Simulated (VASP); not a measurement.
Here is a VASP 6.6.1 calculation.

The input INCAR:

```
SYSTEM = P
ALGO     = Normal         ! electronic algorithm
EDIFF    = 1E-6           ! SCF threshold, eV
ENCUT    = 520            ! plane-wave cutoff, eV
GGA      = PE             ! functional
ISIF     = 2              ! what is computed and relaxed
ISMEAR   = 0              ! smearing method
LASPH    = .True.         ! aspherical terms in the spheres
LCHARG   = .False.        ! write CHGCAR
LREAL    = .False.        ! projectors in reciprocal space
LWAVE    = .False.        ! write WAVECAR
NBANDS   = 12             ! bands
NELM     = 100            ! most SCF steps
PREC     = Accurate       ! precision mode
SIGMA    = 0.1            ! smearing width, eV
```

The input KPOINTS:

```
k-points
0
Gamma
  6 6 4
  0 0 0
```

The input POSCAR:

```
P
1.0
    3.4009065300      0.0000000000      0.0000000000
   -1.7004532600      2.9452714500      0.0000000000
    0.0000000000      0.0000000000      3.9288043500
P
2
Direct
    0.3333333300      0.6666666700      0.0000000000
    0.6666666700      0.3333333300      0.0000000000
```

Potentials or basis: VASP PAW PBE potentials, release 64 (P).

Command:

```bash
$ cat potpaw_PBE.64/P/POTCAR > POTCAR
$ mpirun -np 1 vasp_std > vasp.out
```

(1) Estimate the band gap on the k mesh.

(2) Predict the pressure.

## Answers

(1) zero (bands 5 and 6 overlap by 2.39 eV).

(2) 30.2 GPa.

Caveat: the k points lie up to 0.40 Å⁻¹ apart, too coarse for converged energies and pressures of a metal; this functional lacks dispersion, which binds the layers, so the pressure and a relaxed spacing across them are unreliable.
